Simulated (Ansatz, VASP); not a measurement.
## Hf3SnSe8 in VASP and in Ansatz

```
Hf Sn Se
1.0
     7.62014    0.00000    0.00000
    -3.81007    6.59923    0.00000
     0.00000    0.00000    7.14779
Hf Sn Se
3 1 8
Cartesian
  3.8101 0.0000 0.0000
  1.9050 3.2996 0.0000
  -1.9050 3.2996 0.0000
  0.0000 0.0000 0.0000
  3.8101 2.1997 1.5669
  1.8614 5.4742 1.5878
  0.0000 2.2501 1.5878
  -1.8614 5.4742 1.5878
  5.6715 1.1251 5.5600
  3.8101 4.3491 5.5600
  1.9487 1.1251 5.5600
  0.0000 4.3995 5.5809
```

Alike in both runs: functional PBE; k mesh 6 × 6 × 6; occupations gaussian, width 0.1 eV; no spin polarisation.

Ansatz relaxed the structure, and its values are those at the end. VASP's run is a single point on that final structure, the one shown.

|  | VASP | Ansatz |
| --- | --- | --- |
| version | VASP 6.6.1 | Ansatz 0.2.0 |
| potentials or method | VASP PAW PBE potentials, release 64 (Hf_pv, Sn_d, Se), cutoff 500 eV | scalar-relativistic, plane waves, PAW |
| valence electrons in the cell | 92 | 220 |

VASP gave:

* gap on the k mesh at the Fermi level (eV): none
* pressure (GPa): -0.2
* rms of the force components (eV/Å): 0.018

**Question.** Which values does Ansatz return?

**Answer.** gap on the k mesh at the Fermi level (eV): none; pressure (GPa): 0.0; rms of the force components (eV/Å): 0.000.

A gap of «none» marks a metal or a gap that the smearing closes. VASP's potentials hold 92 valence electrons a cell and Ansatz's 220, so a difference there can come from the potentials and not from the codes.

Spin-orbit coupling is off throughout.
